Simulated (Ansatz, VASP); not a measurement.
# SnSe: VASP beside Ansatz

INCAR

```
PREC = Accurate
ENCUT = 520
EDIFF = 1E-7
ISMEAR = 0
SIGMA = 0.05
LREAL = F
LASPH = T
NELM = 60
ALGO = Normal
ISIF = 2
LWAVE = F
LCHARG = F
GGA = PS
NBANDS = 17
```

Contents of KPOINTS:

```
regular mesh
0
Gamma
  8 8 8
```

The input POSCAR:

```
SnSe
1.0
    0.0000000000      3.0247778717      2.9727546651
    2.9727546651      0.0000000000      2.9727546651
    2.9727546651      3.0247778717      0.0000000000
Sn Se
1 1
Direct
    0.0000000000      0.0000000000      0.0000000000
    0.5000000000      0.5000000000      0.5000000000
```

Input for Ansatz:

```yaml
crystal:
  lattice:
    - [0.0, 3.0247778717, 2.9727546651]
    - [2.9727546651, 0.0, 2.9727546651]
    - [2.9727546651, 3.0247778717, 0.0]
  atoms:
    - { symbol: Sn, position: [0.0, 0.0, 0.0] }
    - { symbol: Se, position: [0.5, 0.5, 0.5] }
basis:
  ecutwfc: 420
kpoints:
  mp_grid: { grid: [8, 8, 8] }
hamiltonian:
  xc: pbesol
scf:
  occupations: { method: gaussian, width: 0.05 }
output:
  forces: true
  stress: true
  eigenvalues: true
```

Change from the starting cell: strain +0.0175 x Voigt [0, 1, 0, 0, 0, 0], atoms carried along.

Alike in both runs: task single point; functional PBEsol; k mesh 8 × 8 × 8; occupations gaussian, width 0.05 eV; no spin polarisation.

```csv
,VASP,Ansatz
version,VASP 6.6.1,Ansatz 0.2.0
potentials or method,"VASP PAW PBE potentials, release 64 (Sn_d, Se), cutoff 520 eV","scalar-relativistic, plane waves, PAW"
valence electrons in the cell,20,30
```

```tsv
	VASP	Ansatz	Ansatz less VASP
gap on the k mesh at the Fermi level (eV)	0.72	0.72	-0.001
least direct gap on the mesh (eV)	0.75	0.75	-0.002
pressure (GPa)	-0.9	-0.9	-0.01
traceless stress, the component that is largest in VASP (GPa)	-1.41	-1.40	+0.008
```

VASP's potentials were made for PBE, not for PBEsol. With one functional, cell and mesh, what is left measures potentials, basis and numerics. VASP's potentials hold 20 valence electrons a cell and Ansatz's 30, so a difference there can come from the potentials and not from the codes.
